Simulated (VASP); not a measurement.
CuO: single point with PBE

The system is CuO.

```
Cu O
1.0
     0.00000    2.11656    2.11656
     2.11656    0.00000    2.11656
     2.11656    2.11656    0.00000
Cu O
1 1
Direct
  0.00000 0.00000 0.00000
  0.50000 0.50000 0.50000
```

* Program: VASP 6.6.1
* Task: single point
* Functional: PBE
* Potentials or basis: VASP PAW PBE potentials, release 64 (Cu, O)
* Cutoff: 600 eV
* k mesh: 6 × 6 × 6
* Occupations: fermi-dirac, width 0.025852 eV
* Spin: collinear spin, ferromagnetic start
* Starting moments: [0.46, 0.25] μB
* Dipole correction: no
* Further INCAR settings: ALGO = Normal; EDIFF = 1e-06; NBANDS = 20

```
Pressure                                              : 2.4 GPa
Net moment                                            : 0.69 μB per cell
Site moments                                          : Cu +0.44; O +0.23 μB
Valence electrons inside the program's atomic spheres : Cu 9.77; O 4.93
```

Levels at points of the mesh, in eV from the Fermi level:
Spin up:
```tsv
k point	band 7	band 8	band 9	band 10	band 11	band 12
(0.00, 0.00, 0.00)	-2.53	-2.53	-2.53	1.33	18.17	18.61
(0.50, 0.00, 0.00)	-1.64	0.36	0.36	5.68	9.47	13.71
(0.50, 0.50, 0.00)	-1.96	-1.90	-1.90	5.56	10.49	12.01
```
Spin down:
```tsv
k point	band 5	band 6	band 7	band 8	band 9	band 10	band 11	band 12
(0.00, 0.00, 0.00)	-2.11	-2.11	-2.11	-1.92	-1.92	1.50	18.14	18.68
(0.50, 0.00, 0.00)	-1.78	-1.78	-1.34	1.05	1.05	5.76	9.78	13.77
(0.50, 0.50, 0.00)	-3.14	-1.61	-1.61	-1.61	-1.17	5.66	10.75	12.08
```

It took 69 s on 1 thread of Intel Xeon 8259CL, with other jobs on the host, peak memory 0.12 GiB.

Caveat: the k points lie up to 0.43 Å⁻¹ apart; a cell with one magnetic atom can't hold antiferromagnetic order, which such compounds often take; semilocal functionals often make such compounds metallic where correlation or magnetic order opens a gap, which also shifts bond lengths. With open d or f shells a metallic result of PBE can be an artefact of self-interaction; +U or a hybrid may open a gap.
